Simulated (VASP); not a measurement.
# RuCl2 (R-3m) in VASP: single point with r2SCAN

Aim: the single point of RuCl2 with r2SCAN.

All numbers are computed with VASP 6.6.1; they aren't measurements. Logs are shortened: lines on timing, memory, paths and dates and some standing lists are left out, and cuts for length are marked.

## (1) The cell of the first run

The structure is trigonal, space group R-3m (No. 166). Conventional cell: a = 3.597 Å, b = 3.597 Å, c = 17.691 Å, α = 90.00°, β = 90.00°, γ = 120.00°. Ru (site symmetry -3m) has 6 Cl at 2.55 Å within 3.4 Å. Cl (site symmetry 3m) has 3 Ru at 2.55 Å within 3.4 Å.

## (2) Single point, r2SCAN

The input, POSCAR:

```
RuCl2
1.0
    1.7984891900      3.1150700600      0.0000000000
   -1.7984891900      3.1150700600      0.0000000000
   -1.7984891900      1.0383530200      5.8968510200
Ru Cl
1 2
Direct
    0.0000000000      0.0000000000      0.0000000000
    0.2500000000      0.5000000000      0.7500000000
    0.7500000000      0.5000000000      0.2500000000
```

The input, INCAR.step1:

```
SYSTEM = RuCl2
ALGO = Normal
EDIFF = 1E-4
ENCUT = 520
GGA = PE
ISMEAR = -1
LASPH = .True.
LCHARG = .False.
LREAL = .False.
LWAVE = .True.
NBANDS = 21
NELM = 80
PREC = Accurate
SIGMA = 0.0146
```

The input, INCAR.step2:

```
SYSTEM = RuCl2
ALGO = Normal
EDIFF = 1E-6
ENCUT = 520
ISIF = 2
ISMEAR = -1
ISTART = 1
LASPH = .True.
LCHARG = .False.
LMIXTAU = .True.
LREAL = .False.
LWAVE = .False.
METAGGA = R2SCAN
NBANDS = 21
NELM = 80
PREC = Accurate
SIGMA = 0.0146
```

The input, KPOINTS:

```
k-points
0
Gamma
  9 9 9
  0 0 0
```

Potentials or basis: VASP PAW PBE potentials, release 64 (Ru_pv, Cl).

Command:

```sh
> cat potpaw_PBE.64/Ru_pv/POTCAR potpaw_PBE.64/Cl/POTCAR > POTCAR
> cp INCAR.step1 INCAR
> mpirun -np 1 vasp_std > vasp.out
> cp INCAR.step2 INCAR
> mpirun -np 1 vasp_std > vasp.out
```

OUTCAR:

```text
SYSTEM = RuCl2
   EDIFF = 1E-6
   ENCUT = 520
   ISIF = 2
   ISMEAR = -1
   ISTART = 1
   LASPH = .True.
   LREAL = .False.
   METAGGA = R2SCAN
   NELM = 80
   PREC = Accurate

 ion  position               nearest neighbor table
   1  0.000  0.000  0.000-   2 2.55   3 2.55   2 2.55   3 2.55   3 2.55   2 2.55
   2  0.250  0.500  0.750-   1 2.55   1 2.55   1 2.55
   3  0.750  0.500  0.250-   1 2.55   1 2.55   1 2.55

  LATTYP: Found a trigonal (rhomboedric) cell.
 ALAT       =     6.2518471121
 COS(alpha) =     0.8344882001

  Lattice vectors:

 A1 = (   1.7984891900,   1.0383530200,   5.8968510200)
 A2 = (  -1.7984891900,   1.0383530200,   5.8968510200)
 A3 = (   0.0000000000,  -2.0767170400,   5.8968510200)

Analysis of symmetry for initial positions (statically):
=====================================================================
 Subroutine PRICEL returns:
 Original cell was already a primitive cell.

 Routine SETGRP: Setting up the symmetry group for a
 trigonal (rhombohedral) supercell.

 Subroutine GETGRP returns: Found 12 space group operations
 (whereof 12 operations were pure point group operations)
 out of a pool of 12 trial point group operations.

The static configuration has the point symmetry D_3d.

Analysis of symmetry for dynamics (positions and initial velocities):
=====================================================================
 Subroutine PRICEL returns:
 Original cell was already a primitive cell.

 Routine SETGRP: Setting up the symmetry group for a
 trigonal (rhombohedral) supercell.

 Subroutine GETGRP returns: Found 12 space group operations
 (whereof 12 operations were pure point group operations)
 out of a pool of 12 trial point group operations.

The dynamic configuration has the point symmetry D_3d.

 Subroutine INISYM returns: Found 12 space group operations
 (whereof 12 operations are pure point group operations),
 and found     1 'primitive' translations

----------------------------------------------------------------------------------------

                                     Primitive cell

  volume of cell :      66.0733

  direct lattice vectors                    reciprocal lattice vectors
     1.798489190  3.115070060  0.000000000     0.278011123  0.160510034  0.056527445
    -1.798489190  3.115070060  0.000000000    -0.278011123  0.160510034 -0.113054591
    -1.798489190  1.038353020  5.896851020     0.000000000  0.000000000  0.169582036

  length of vectors
[... 81 lines left out ...]
   LASPH  =      T    aspherical Exc in radial PAW
   ENCUT  =  520.0 eV  38.22 Ry    6.18 a.u.   6.69  6.69 11.62*2*pi/ulx,y,z
   NELM   =     80;   NELMIN=  2; NELMDL=  0     # of ELM steps
   EDIFF  = 0.1E-05   stopping-criterion for ELM
   LREAL  =      F    real-space projection
   EDIFFG = 0.1E-04   stopping-criterion for IOM
   NSW    =      0    number of steps for IOM
   IBRION =     -1    ionic relax: 0-MD 1-quasi-New 2-CG
   NFREE  =      0    steps in history (QN), initial steepest desc. (CG)
   ISIF   =      2    stress and relaxation
   ISYM   =      2    0-nonsym 1-usesym 2-fastsym
   POTIM  = 0.5000    time-step for ionic-motion
   TEBEG  =    0.0;   TEEND  =   0.0 temperature during run
   PSTRESS=    0.0 pullay stress
   NELECT =      28.0000    total number of electrons
   NUPDOWN=      -1.0000    fix difference up-down
   EMIN   =  10.00;   EMAX   =-10.00  energy-range for DOS
   EFERMI =   0.00;   METHOD = LEGACY
   ISMEAR =    -1;   SIGMA  =   0.01  broadening in eV -4-tet -1-fermi 0-gaus
   EFERMI_NEDOS =   21; number of points for ismear=-14 and -15
   IALGO  =     38    algorithm
   IMIX   =      4    mixing-type and parameters
     AMIX     =   0.40;   BMIX     =  1.00
     AMIX_MAG =   1.60;   BMIX_MAG =  1.00
  volume/ion in A,a.u.               =      22.02       148.63
  Fermi-wavevector in a.u.,A,eV,Ry     =   1.229661  2.323723 20.572926  1.512067
  Thomas-Fermi vector in A             =   2.364540
   LORBIT       =      0    0 simple, 1 ext, 2 COOP (PROOUT), +10 PAW based schemes
   METAGGA = R2SCAN    functional components
   LHFCALC =     F    Hartree Fock is set to
   AEXX    =    0.0000 exact exchange contribution
   IVDW    =     0    specifies the selected vdW correction
   LEPSILON=     F    determine dielectric tensor
   LRPA    =     F    only Hartree local field effects (RPA)
 non-spin polarized calculation
  energy-cutoff  :      520.00
  volume of cell :       66.07
 maximum number of plane-waves:      1807
   NGX = 13   NGY = 13   NGZ = 23

 number of electron      27.9999996 magnetization

 Free energy of the ion-electron system (eV)
  ---------------------------------------------------
  ext. energy  EPLUGINS =         0.00000000
  ---------------------------------------------------
  free energy    TOTEN  =       -38.68951094 eV

  energy without entropy =      -38.68951094  energy(sigma->0) =      -38.68951094

 E-fermi :   4.4514     XC(G=0): -10.1221

 val. band max:        4.0029676413   @ k =   0.4444   0.0000  -0.0000
 cond. band min:       5.1104270857   @ k =   0.2222   0.0000   0.3333
 fundamental gap:      1.1074594444
 Fermi energy:         4.4513652858

 k-point     1 :       0.0000    0.0000    0.0000
  band No.  band energies     occupation
      1     -39.2979      2.00000
      2     -39.2141      2.00000
      3     -39.2141      2.00000
      4     -13.2820      2.00000
      5     -12.5277      2.00000
      6      -2.3577      2.00000
[... 565 lines left out ...]
     20      13.7446      0.00000
     21      13.7741      0.00000

 [... further k-points ...]

------------------------ aborting loop because EDIFF is reached ----------------------------------------

  FORCE on cell =-STRESS in cart. coord.  units (eV):
  Direction    XX          YY          ZZ          XY          YZ          ZX
  --------------------------------------------------------------------------------------
  -------------------------------------------------------------------------------------
  Total       -3.1953278     -3.1953184     -4.6891035      0.0000000      0.0000029      0.0000000
  in kB      -77.4818890    -77.4816604   -113.7036998      0.0000000      0.0000707      0.0000000
  external PRESSURE =     -89.5557497 kB  Pullay stress =       0.0000000 kB

 VOLUME and BASIS-vectors are now :
 -----------------------------------------------------------------------------
  energy-cutoff  :      520.00
  volume of cell :       66.07
      direct lattice vectors                 reciprocal lattice vectors
     1.798489190  3.115070060  0.000000000     0.278011123  0.160510034  0.056527445
    -1.798489190  3.115070060  0.000000000    -0.278011123  0.160510034 -0.113054591
    -1.798489190  1.038353020  5.896851020     0.000000000  0.000000000  0.169582036

 POSITION                                       TOTAL-FORCE (eV/Angst)
 -----------------------------------------------------------------------------------
      0.00000      0.00000      0.00000        -0.000000      0.000000      0.000000
     -1.79849      3.11507      4.42264        -0.000000     -0.000001      1.735733
      0.00000      4.15343      1.47421         0.000000      0.000001     -1.735733
 -----------------------------------------------------------------------------------
    total drift:                               -0.000000      0.000000     -0.000000

  FREE ENERGIE OF THE ION-ELECTRON SYSTEM (eV)
  ---------------------------------------------------
  free  energy   TOTEN  =       -38.6895109394 eV

  energy  without entropy=      -38.6895109394  energy(sigma->0) =      -38.68951094
```

OSZICAR.step1:

```text
N       E                     dE             d eps       ncg     rms          rms(c)
DAV:   1     0.209695450575E+03    0.20970E+03   -0.15126E+04  3890   0.123E+03
DAV:   2    -0.285404652510E+01   -0.21255E+03   -0.20581E+03  4266   0.307E+02
DAV:   3    -0.133399925364E+02   -0.10486E+02   -0.10410E+02  4335   0.667E+01
DAV:   4    -0.135105668286E+02   -0.17057E+00   -0.17046E+00  4433   0.892E+00
DAV:   5    -0.135153171897E+02   -0.47504E-02   -0.47499E-02  4673   0.138E+00    0.110E+01
DAV:   6    -0.132409786144E+02    0.27434E+00   -0.15374E+00  4200   0.859E+00    0.610E+00
DAV:   7    -0.132243615575E+02    0.16617E-01   -0.42941E-01  4025   0.501E+00    0.348E+00
DAV:   8    -0.132179583481E+02    0.64032E-02   -0.77794E-02  4220   0.226E+00    0.346E-01
DAV:   9    -0.132176277334E+02    0.33061E-03   -0.85890E-03  4095   0.577E-01    0.165E-01
DAV:  10    -0.132177387885E+02   -0.11106E-03   -0.10901E-03  4315   0.231E-01    0.597E-02
DAV:  11    -0.132177910033E+02   -0.52215E-04   -0.50277E-05  2795   0.525E-02
   1 F= -.13217791E+02 E0= -.13217791E+02  d E =-.281737E-09
```

It took 6.2 min on 1 thread of Oxide Virtual Turin-like, shared host; peak memory 0.23 GiB.

What came out:

```yaml
Free_energy: -38.6895 eV
Pressure: -9.0 GPa
Largest_force: 1.736 eV/Å
Band_gap_on_the_k_mesh: 1.11 eV (least direct gap 1.20 eV)
```

Forces on the atoms (eV/Å):
```
Ru   0.000  0.000  0.000
Cl   0.000  0.000  1.736
Cl   0.000  0.000 -1.736
```

Stress tensor (GPa, compression positive):
```
 -7.75   0.00   0.00
  0.00  -7.75   0.00
  0.00   0.00 -11.37
```

Caveat: the cell stands under tension; the PAW data sets were made with another functional, which shifts forces and pressure a little. A k mesh can miss the band edges.
